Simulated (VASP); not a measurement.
Wanted: the native input for a VASP 6.6.1 run.

```
Task                   : single point
Functional             : PBE
Potentials or basis    : VASP PAW PBE potentials, release 64 (Co)
Cutoff                 : 520 eV
k mesh                 : 10 × 10 × 10
Occupations            : gaussian, width 0.1 eV
Spin                   : collinear spin, ferromagnetic start
Starting moments       : [2.03, 2.03, 2.03, 2.03, 2.03, 2.03] μB
Dipole correction      : no
Further INCAR settings : ALGO = Normal; EDIFF = 1e-07; NBANDS = 40
```

The structure of Co lies in POSCAR:

```
Co
1.0
    0.0000000000      3.2561113464      3.2561113464
    3.2561113464      0.0000000000      3.2561113464
    3.2561113464      3.2561113464      0.0000000000
Co
6
Direct
    0.7500000000      0.7500000000      0.7500000000
    0.5000000000      0.5000000000      0.5000000000
    0.1250000000      0.1250000000      0.6250000000
    0.1250000000      0.6250000000      0.1250000000
    0.6250000000      0.1250000000      0.1250000000
    0.1250000000      0.1250000000      0.1250000000
```

These files were run (other wordings do the same):

INCAR

```
  PREC = Accurate
  ENCUT = 520
  EDIFF = 1E-7
  ISMEAR = 0
  SIGMA = 0.1
  LREAL = F
  LASPH = T
  NELM = 150
  ALGO = Normal
  ISIF = 2
  LWAVE = F
  LCHARG = F
  ISPIN = 2
  MAGMOM = 2.03 2.03 2.03 2.03 2.03 2.03
  LORBIT = 11
  LMAXMIX = 4
  GGA = PE
  NBANDS = 40
```

KPOINTS

```
Automatic mesh
0
Gamma
  10 10 10
```

Potentials or basis: VASP PAW PBE potentials, release 64 (Co).

Run with:

```bash
$ cat potpaw_PBE.64/Co/POTCAR > POTCAR
$ mpirun -np 1 vasp_std > vasp.out
```

It gave:

```
Pressure                                              : -0.7 GPa
Net moment                                            : 10.39 μB per cell
Site moments                                          : Co +1.81, +1.72 μB
Valence electrons inside the program's atomic spheres : Co 7.95, 8.37
```

Wall time 20 min on 1 thread of AMD EPYC 7R13, with other jobs on the host, peak memory 0.32 GiB.
